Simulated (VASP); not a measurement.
# MgB (Pm-3m) in VASP: settings compared, part 3 of 4

VASP 6.6.1.

**5. Relaxation of cell and atoms, PBEsol-based global hybrid with 25 % exact exchange**

This run uses another cell than the first one, of 12.13 Å³/atom.

POSCAR

```
MgB
1.0
    2.8951500000      0.0000000000      0.0000000000
    0.0000000000      2.8951500000      0.0000000000
    0.0000000000      0.0000000000      2.8951500000
Mg B
1 1
Direct
    0.0000000000      0.0000000000      0.0000000000
    0.5000000000      0.5000000000      0.5000000000
```

INCAR.step1

```
SYSTEM = MgB
ALGO     = Normal         ! electronic algorithm
EDIFF    = 1E-5           ! SCF threshold, eV
ENCUT    = 600            ! plane-wave cutoff, eV
GGA      = PE             ! functional
ISMEAR   = -1             ! smearing method
LASPH    = .TRUE.         ! aspherical terms in the spheres
LCHARG   = .FALSE.        ! write CHGCAR
LREAL    = .FALSE.        ! projectors in reciprocal space
LWAVE    = .TRUE.         ! write WAVECAR
NBANDS   = 10             ! bands
NELM     = 80             ! most SCF steps
PREC     = Accurate       ! precision mode
SIGMA    = 0.05           ! smearing width, eV
```

INCAR.step2

```
SYSTEM = MgB
AEXX     = 0.25           ! exact-exchange fraction
ALGO     = Normal         ! electronic algorithm
EDIFF    = 1E-7           ! SCF threshold, eV
EDIFFG   = -0.01          ! ionic threshold
ENCUT    = 600            ! plane-wave cutoff, eV
GGA      = PS             ! functional
IBRION   = 2              ! ionic algorithm
ISIF     = 3              ! what is computed and relaxed
ISMEAR   = -1             ! smearing method
ISTART   = 1            
LASPH    = .TRUE.         ! aspherical terms in the spheres
LCHARG   = .FALSE.        ! write CHGCAR
LHFCALC  = .TRUE.         ! exact exchange
LREAL    = .FALSE.        ! projectors in reciprocal space
LWAVE    = .FALSE.        ! write WAVECAR
NELM     = 80             ! most SCF steps
NSW      = 60             ! ionic steps
PREC     = Accurate       ! precision mode
PRECFOCK = Normal       
SIGMA    = 0.05           ! smearing width, eV
```

KPOINTS

```
k-points
0
G
  5 5 5
  0 0 0
```

Potentials or basis: VASP PAW PBE potentials, release 64 (Mg, B).

Command:

```bash
> cat potpaw_PBE.64/Mg/POTCAR potpaw_PBE.64/B/POTCAR > POTCAR
> cp INCAR.step1 INCAR
> mpirun -np 1 vasp_std > vasp.out
> cp INCAR.step2 INCAR
> mpirun -np 1 vasp_std > vasp.out
```

OUTCAR:

```text
SYSTEM = MgB
   AEXX = 0.25
   EDIFF = 1E-7
   EDIFFG = -0.01
   ENCUT = 600
   GGA = PS
   IBRION = 2
   ISIF = 3
   ISMEAR = -1
   ISTART = 1
   LASPH = .TRUE.
   LHFCALC = .TRUE.
   LREAL = .FALSE.
   NELM = 80
   NSW = 60
   PREC = Accurate
   PRECFOCK = Normal

 ion  position               nearest neighbor table
   1  0.000  0.000  0.000-   2 2.51   2 2.51   2 2.51   2 2.51   2 2.51   2 2.51   2 2.51   2 2.51

   2  0.500  0.500  0.500-   1 2.51   1 2.51   1 2.51   1 2.51   1 2.51   1 2.51   1 2.51   1 2.51

  LATTYP: Found a simple cubic cell.
 ALAT       =     2.8951500000

  Lattice vectors:

 A1 = (   2.8951500000,   0.0000000000,   0.0000000000)
 A2 = (   0.0000000000,   2.8951500000,   0.0000000000)
 A3 = (   0.0000000000,   0.0000000000,   2.8951500000)

Analysis of symmetry for initial positions (statically):
=====================================================================
 Subroutine PRICEL returns:
 Original cell was already a primitive cell.

 Routine SETGRP: Setting up the symmetry group for a
 simple cubic supercell.

 Subroutine GETGRP returns: Found 48 space group operations
 (whereof 48 operations were pure point group operations)
 out of a pool of 48 trial point group operations.

The static configuration has the point symmetry O_h .

Analysis of symmetry for dynamics (positions and initial velocities):
=====================================================================
 Subroutine PRICEL returns:
 Original cell was already a primitive cell.

 Routine SETGRP: Setting up the symmetry group for a
 simple cubic supercell.

 Subroutine GETGRP returns: Found 48 space group operations
 (whereof 48 operations were pure point group operations)
 out of a pool of 48 trial point group operations.

The dynamic configuration has the point symmetry O_h .

 Subroutine INISYM returns: Found 48 space group operations
 (whereof 48 operations are pure point group operations),
 and found     1 'primitive' translations

----------------------------------------------------------------------------------------

                                     Primitive cell

  volume of cell :      24.2668

  direct lattice vectors                    reciprocal lattice vectors
     2.895150000  0.000000000  0.000000000     0.345405247  0.000000000  0.000000000
     0.000000000  2.895150000  0.000000000     0.000000000  0.345405247  0.000000000
     0.000000000  0.000000000  2.895150000     0.000000000  0.000000000  0.345405247

  length of vectors
     2.895150000  2.895150000  2.895150000     0.345405247  0.345405247  0.345405247

  position of ions in fractional coordinates (direct lattice)
     0.000000000  0.000000000  0.000000000
     0.500000000  0.500000000  0.500000000

  ion indices of the primitive-cell ions
   primitive index   ion index
                 1           1
                 2           2

----------------------------------------------------------------------------------------

 KPOINTS: k-points

Automatic generation of k-mesh.
 Grid dimensions read from file:
 generate k-points for:    5    5    5

 Generating k-lattice:

  Cartesian coordinates                     Fractional coordinates (reciprocal lattice)
     0.069081049  0.000000000  0.000000000     0.200000000  0.000000000  0.000000000
     0.000000000  0.069081049  0.000000000     0.000000000  0.200000000  0.000000000
     0.000000000  0.000000000  0.069081049     0.000000000  0.000000000  0.200000000

  Length of vectors
     0.069081049  0.069081049  0.069081049

  Shift w.r.t. Gamma in fractional coordinates (k-lattice)
     0.000000000  0.000000000  0.000000000

 Subroutine IBZKPT returns following result:
 ===========================================

 Found     10 irreducible k-points:

 Following reciprocal coordinates:
            Coordinates               Weight
  0.000000  0.000000  0.000000      1.000000
  0.200000  0.000000  0.000000      6.000000
  0.400000  0.000000  0.000000      6.000000
  0.200000  0.200000  0.000000     12.000000
  0.400000  0.200000  0.000000     24.000000
  0.400000  0.400000  0.000000     12.000000
  0.200000  0.200000  0.200000      8.000000
  0.400000  0.200000  0.200000     24.000000
  0.400000  0.400000  0.200000     24.000000
  0.400000  0.400000  0.400000      8.000000
   k-points           NKPTS =     10   k-points in BZ     NKDIM =    125   number of bands    NBANDS=      6
   number of dos      NEDOS =    301   number of ions     NIONS =      2
   total plane-waves  NPLWV =  13824
   dimension x,y,z NGX =    24 NGY =   24 NGZ =   24
   dimension x,y,z NGXF=    48 NGYF=   48 NGZF=   48
   ions per type =               1   1
   NGX,Y,Z   is equivalent  to a cutoff of  13.78, 13.78, 13.78 a.u.
   NGXF,Y,Z  is equivalent  to a cutoff of  27.56, 27.56, 27.56 a.u.
 SYSTEM =  MgB
   PREC   = accura    normal or accurate (medium, high low for compatibility)
   ISTART =      1    job   : 0-new  1-cont  2-samecut
   ICHARG =      0    charge: 1-file 2-atom 10-const
   ISPIN  =      1    spin polarized calculation?
   LNONCOLLINEAR =      F non collinear calculations
   LSORBIT =      F    spin-orbit coupling
   LASPH  =      T    aspherical Exc in radial PAW
   ENCUT  =  600.0 eV  44.10 Ry    6.64 a.u.   5.78  5.78  5.78*2*pi/ulx,y,z
   NELM   =     80;   NELMIN=  2; NELMDL=  0     # of ELM steps
   EDIFF  = 0.1E-06   stopping-criterion for ELM
   LREAL  =      F    real-space projection
   EDIFFG = -.1E-01   stopping-criterion for IOM
   NSW    =     60    number of steps for IOM
   IBRION =      2    ionic relax: 0-MD 1-quasi-New 2-CG
   NFREE  =      1    steps in history (QN), initial steepest desc. (CG)
   ISIF   =      3    stress and relaxation
   ISYM   =      3    0-nonsym 1-usesym 2-fastsym
   POTIM  = 0.5000    time-step for ionic-motion
   TEBEG  =    0.0;   TEEND  =   0.0 temperature during run
   PSTRESS=    0.0 pullay stress
   NELECT =       5.0000    total number of electrons
   NUPDOWN=      -1.0000    fix difference up-down
   EMIN   =  10.00;   EMAX   =-10.00  energy-range for DOS
   EFERMI =   0.00;   METHOD = LEGACY
   ISMEAR =    -1;   SIGMA  =   0.05  broadening in eV -4-tet -1-fermi 0-gaus
   EFERMI_NEDOS =   21; number of points for ismear=-14 and -15
   IALGO  =     38    algorithm
   IMIX   =      1    mixing-type and parameters
     AMIX     =   0.40;   BMIX     =  1.00
     AMIX_MAG =   1.60;   BMIX_MAG =  1.00
  volume/ion in A,a.u.               =      12.13        81.88
  Fermi-wavevector in a.u.,A,eV,Ry     =   0.966927  1.827227 12.720742  0.934948
  Thomas-Fermi vector in A             =   2.096770
   LORBIT       =      0    0 simple, 1 ext, 2 COOP (PROOUT), +10 PAW based schemes
   GGA     = PS    functional components
   LHFCALC =     T    Hartree Fock is set to
   PRECFOCK=normal    Normal, Fast or Accurate (Low or Medium for compatibility)
   ENCUT4O =  -1.0   cutoff for four orbital integrals eV
   NKREDX  =     1    reduce k-point grid by
   NKREDY  =     1    reduce k-point grid by
   NKREDZ  =     1    reduce k-point grid by
   AEXX    =    0.2500 exact exchange contribution
   HFSCREEN=    0.0000 screening length (either q_TF or 0.3 A-1)
   HFSCREENC=   0.0000 screening length for correlation (either q_TF or 0.3 A-1)
   ENCUTFOCK=  -1.0 apply spherical cutoff to Coloumb kernel
   IVDW    =     0    specifies the selected vdW correction
   LEPSILON=     F    determine dielectric tensor
   LRPA    =     F    only Hartree local field effects (RPA)
 conjugate gradient relaxation of ions
 non-spin polarized calculation
  energy-cutoff  :      600.00
  volume of cell :       24.27
 maximum number of plane-waves:       816
 NGX is ok and might be reduce to    24
  NGX = 18; NGY = 18; NGZ = 18

--------------------------------------- Ionic step        1  -------------------------------------------

 number of electron       5.0000000 magnetization

 Free energy of the ion-electron system (eV)
  ---------------------------------------------------
  ext. energy  EPLUGINS =         0.00000000
  ---------------------------------------------------
  free energy    TOTEN  =        -7.78150849 eV

  energy without entropy =       -7.77571326  energy(sigma->0) =       -7.77861088

------------------------ aborting loop because EDIFF is reached ----------------------------------------

  FORCE on cell =-STRESS in cart. coord.  units (eV):
  Direction    XX          YY          ZZ          XY          YZ          ZX
  --------------------------------------------------------------------------------------
  -------------------------------------------------------------------------------------
  Total       -0.3656575     -0.3656575     -0.3656575      0.0000000     -0.0000000      0.0000000
  in kB      -24.1419257    -24.1419257    -24.1419257      0.0000000     -0.0000000      0.0000000
  external PRESSURE =     -24.1419257 kB  Pullay stress =       0.0000000 kB
[... 59 lines left out ...]
--------------------------------------- Ionic step        3  -------------------------------------------

 number of electron       5.0000000 magnetization

 Free energy of the ion-electron system (eV)
  ---------------------------------------------------
  ext. energy  EPLUGINS =         0.00000000
  ---------------------------------------------------
  free energy    TOTEN  =        -7.78611949 eV

  energy without entropy =       -7.78032440  energy(sigma->0) =       -7.78322195

 E-fermi :   4.9242     XC(G=0):  -8.2865

 val. band max:        4.2173155293   @ k =   0.4000   0.4000   0.4000
 cond. band min:       4.9685728350   @ k =   0.2000   0.2000   0.0000
 fundamental gap:      0.7512573058
 Fermi energy:         4.9242079436

 k-point     1 :       0.0000    0.0000    0.0000
  band No.  band energies     occupation
      1      -8.2857      2.00000
      2       8.1110      0.00000
      3       8.1110      0.00000
      4       8.1110      0.00000
      5      12.5952      0.00000
      6      12.5952      0.00000
[... 108 lines left out ...]
  FREE ENERGIE OF THE ION-ELECTRON SYSTEM (eV)
  ---------------------------------------------------
  free  energy   TOTEN  =        -7.7861194946 eV

  energy  without entropy=       -7.7803244038  energy(sigma->0) =       -7.78322195

 reached required accuracy - stopping structural energy minimisation
```

Wall time 5 min (1 thread of Intel Xeon 8259CL, shared host); peak memory 0.15 GiB.

Results:

| Quantity | Value |
| --- | --- |
| Free energy | -7.7861 eV |
| Relaxed volume | 11.83 Å³/atom |
| Relaxed cell | a = 2.871 Å, b = 2.871 Å, c = 2.871 Å, α = 90.00°, β = 90.00°, γ = 90.00° |
| Space group after relaxing (to 0.1 Å) | Pm-3m (No. 221) |
| Energy gained by relaxing | 2.3 meV/atom |
| Ionic steps | 3 |
| Pressure after relaxing | 0.0 GPa |
| Band gap on the k mesh | zero (an odd number of electrons rules out a gap without spin polarisation) |

The path:
| step | energy change (eV) | largest force (eV/Å) | pressure (GPa) | volume (Å³) |
| --- | --- | --- | --- | --- |
| 1 | 0.0000 | 0.0000 | -2.41 | 24.27 |
| 2 | -0.0046 | 0.0000 | 0.16 | 23.63 |
| 3 | -0.0046 | 0.0000 | 0.00 | 23.67 |

Final structure:
```
Mg B
1.0
     2.87110    0.00000    0.00000
     0.00000    2.87110    0.00000
     0.00000    0.00000    2.87110
Mg B
1 1
Direct
  0.00000 0.00000 0.00000
  0.50000 0.50000 0.50000
```

Levels at points of the mesh, in eV from the Fermi level:
```csv
k point,band 1,band 2,band 3,band 4,band 5,band 6
"(0.00, 0.00, 0.00)",-13.21,3.19,3.19,3.19,7.67,7.67
```

Caveat: the k points lie up to 0.44 Å⁻¹ apart in the final cell, too coarse for converged energies and pressures of a metal; the PAW data sets were made with another functional, which shifts forces and pressure a little.

(Part 3 of 4 ends here.)
